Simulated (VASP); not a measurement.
# Sb: single point with r2SCAN

The system is Sb.

```
Sb
1.0
     2.17060    1.25320    3.87109
    -2.17060    1.25320    3.87109
     0.00000   -2.50640    3.87109
Sb
2
Cartesian
  0.0000 0.0000 2.6862
  0.0000 0.0000 8.9271
```

```
Program             : VASP 6.6.1
Task                : single point
Functional          : r2SCAN
Potentials or basis : VASP PAW PBE potentials, release 64 (Sb)
Cutoff              : 520 eV
k mesh              : 7 × 7 × 7
Occupations         : fermi-dirac, width 0.1 eV
Spin                : no spin polarisation
```

```yaml
Pressure: 0.1 GPa
Largest_force: 0.030 eV/Å
Band_gap_on_the_k_mesh: 0.27 eV, indirect (least direct gap 0.72 eV)
```

Forces in eV/Å, atoms in the order of the input:
```
Sb   0.000  0.000  0.030
Sb   0.000  0.000 -0.030
```

Stress tensor (GPa, compression positive):
```
 0.16  0.00  0.00
 0.00  0.16  0.00
 0.00  0.00 -0.07
```

Levels at points of the mesh, in eV from the valence-band top:
```
           k point  band 1  band 2  band 3  band 4  band 5  band 6  band 7  band 8  band 9  band 10
(0.00, 0.00, 0.00)  -12.97   -4.96   -2.14   -1.82   -1.82    2.00    2.73    2.73    5.68     5.68
```

Wall time 2 min on 1 thread of Intel(R) Xeon(R) Platinum 8259CL CPU @ 2.50GHz (Skylake/Cascade Lake), with other jobs on the host, peak memory 0.22 GiB.

Caveat: the PAW data sets were made with another functional, which shifts forces and pressure a little; spin-orbit coupling is left out, which moves the levels of the heavy elements. A k mesh can miss the band edges.
